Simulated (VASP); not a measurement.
A run of VASP 6.6.1:

The input INCAR:

```
SYSTEM = ZnAu
ALGO = Normal
EDIFF = 1E-6
ENCUT = 520
GGA = PE
ISIF = 2
ISMEAR = 0
LASPH = .True.
LCHARG = .True.
LELF = .True.
LREAL = .False.
LVHAR = .True.
LWAVE = .False.
NBANDS = 18
NELM = 60
PREC = Accurate
SIGMA = 0.1
```

KPOINTS

```
k-points
0
Gamma
  14 14 14
  0 0 0
```

The input POSCAR:

```
ZnAu
1.0
    3.1327755600      0.0000000000      0.0000000000
    0.0000000000      3.1327755600      0.0000000000
    0.0000000000      0.0000000000      3.1327755600
Zn Au
1 1
Direct
    0.5000000000      0.5000000000      0.5000000000
    0.0000000000      0.0000000000      0.0000000000
```

Potentials or basis: VASP PAW PBE potentials, release 64 (Zn, Au).

Command:

```bash
$ cat potpaw_PBE.64/Zn/POTCAR potpaw_PBE.64/Au/POTCAR > POTCAR
$ mpirun -np 1 vasp_std > vasp.out
```

Hardware: 1 thread of Intel(R) Xeon(R) 6975P-C (Granite Rapids), on a shared host.

Question: Estimate the wall time of this run.

Answer: Wall time 13 s on 1 thread of Intel(R) Xeon(R) 6975P-C (Granite Rapids) (shared host), peak memory 0.19 GiB. Counts: scf iterations 12, k points 120.
